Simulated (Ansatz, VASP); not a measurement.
# Co in VASP and in Ansatz

The input INCAR:

```
ALGO = Normal ; EDIFF = 1E-7
ENCUT = 520 ; GGA = PS
ISIF = 2 ; ISMEAR = -1
ISPIN = 2 ; LASPH = T
LCHARG = F ; LMAXMIX = 4
LORBIT = 11 ; LREAL = F
LWAVE = F ; MAGMOM = 1.7 1.7
NBANDS = 20 ; NELM = 150
PREC = Accurate ; SIGMA = 0.1
```

KPOINTS

```
k-points
0
Gamma
  19 19 10
```

Contents of POSCAR:

```
Co
1.0
    1.2281975812     -2.1273006124      0.0000000000
    1.2281975812      2.1273006124      0.0000000000
    0.0000000000      0.0000000000      3.9720894594
Co
2
Direct
    0.6666666670      0.3333333330      0.2500000000
    0.3333333330      0.6666666670      0.7500000000
```

Input for Ansatz:

```yaml
crystal:
  lattice:
    - [1.2281975812, -2.1273006124, 0.0]
    - [1.2281975812, 2.1273006124, 0.0]
    - [0.0, 0.0, 3.9720894594]
  atoms:
    - { symbol: Co, position: [0.666666667, 0.333333333, 0.25], spin: 1.7 }
    - { symbol: Co, position: [0.333333333, 0.666666667, 0.75], spin: 1.7 }
magnetization:
  spin_polarized: true
kpoints:
  mp_grid: { grid: [19, 19, 10] }
scf:
  occupations: { method: fermi_dirac, width: 0.1 }
hamiltonian:
  xc: pbesol
  pseudopotentials: { kind: all_electron, lapw: { basis_error: 0.001 } }
output:
  forces: true
  stress: true
  eigenvalues: true
```

Alike in both runs: task single point; functional PBEsol; k mesh 19 × 19 × 10; occupations fermi-dirac, width 0.1 eV; collinear spin.

|  | VASP | Ansatz |
| --- | --- | --- |
| version | VASP 6.6.1 | Ansatz 0.2.0 |
| potentials or method | VASP PAW PBE potentials, release 64 (Co), cutoff 520 eV | all-electron LAPW, scalar-relativistic |

```csv
,VASP,Ansatz,Ansatz less VASP
pressure (GPa),-1.0,-0.2,+0.80
"traceless stress, the component that is largest in VASP (GPa)",-0.07,0.00,+0.069
net moment per atom (μB),1.56,1.57,+0.007
size of the moment on the site where the two differ most (μB),1.57,1.61,+0.047
```

VASP's potentials were made for PBE, not for PBEsol. Site moments also hang on the region over which each program counts them. Ansatz ran all-electron here, and VASP with PAW potentials.
